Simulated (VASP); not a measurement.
A run of VASP 6.6.1:

The input INCAR:

```
  ALGO = Normal
  EDIFF = 1E-6
  ENCUT = 520
  GGA = PS
  ISIF = 2
  ISMEAR = 0
  LASPH = T
  LCHARG = F
  LREAL = F
  LWAVE = F
  NBANDS = 16
  NELM = 80
  PREC = Accurate
  SIGMA = 0.02
```

The input KPOINTS:

```
k-points
0
Gamma
  9 9 6
```

Contents of POSCAR:

```
BN
1.0
    2.5024521521      0.0000000000      0.0000000000
   -1.2512260761      2.1671871355      0.0000000000
    0.0000000000      0.0000000000      4.2124704523
B N
2 2
Direct
    0.3333333333      0.6666666667      0.0000745351
    0.6666666667      0.3333333333      0.5000745351
    0.3333333333      0.6666666667      0.3739254649
    0.6666666667      0.3333333333      0.8739254649
```

Potentials or basis: VASP PAW PBE potentials, release 64 (B, N).

Launch:

```bash
$ cat potpaw_PBE.64/B/POTCAR potpaw_PBE.64/N/POTCAR > POTCAR
$ mpirun -np 1 vasp_std > vasp.out
```

Hardware: 1 thread of Intel(R) Xeon(R) Platinum 8559C (Emerald Rapids), on a shared host.

Q: Estimate the wall time of this run.

A: It took 8.6 s on 1 thread of Intel(R) Xeon(R) Platinum 8559C (Emerald Rapids), with other jobs on the host, peak memory 0.13 GiB. Counts: scf iterations 12, k points 48.
